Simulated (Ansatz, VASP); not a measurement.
# Two plane-wave programs on Rb3Al3Cl2

```
Rb Al Cl
1.0
     3.19380    5.53183    0.00000
    -3.19380    5.53183    0.00000
    -3.19380    1.84394    7.16784
Rb Al Cl
3 3 2
Direct
  0.50000 0.00000 0.50000
  0.08130 0.83740 0.24390
  0.91870 0.16260 0.75610
  0.50000 0.50000 0.00000
  0.00000 0.50000 0.00000
  0.50000 0.00000 0.00000
  0.24710 0.50580 0.74130
  0.75290 0.49420 0.25870
```

Alike in both runs: task single point; functional PBE; k mesh 4 × 4 × 4; no spin polarisation.

|  | VASP | Ansatz |
| --- | --- | --- |
| version | VASP 6.6.1 | Ansatz 0.2.0 |
| potentials or method | VASP PAW PBE potentials, release 64 (Rb_sv, Al, Cl), cutoff 520 eV | PAW plane waves |
| occupations | methfessel-paxton of order 1, width 0.05 eV | cold, width 0.05 eV |
| valence electrons in the cell | 50 | 50 |

```csv
,VASP,Ansatz,Ansatz less VASP
gap on the k mesh at the Fermi level (eV),none,none,-
pressure (GPa),1.8,1.8,0.00
"traceless stress, the component that is largest in VASP (GPa)",2.87,2.88,+0.002
rms of the force components (eV/Å),0.627,0.627,+0.0001
```

Atom by atom the forces differ by 0.000 eV/Å (rms over components). A gap of «none» marks a metal or a gap that the smearing closes.
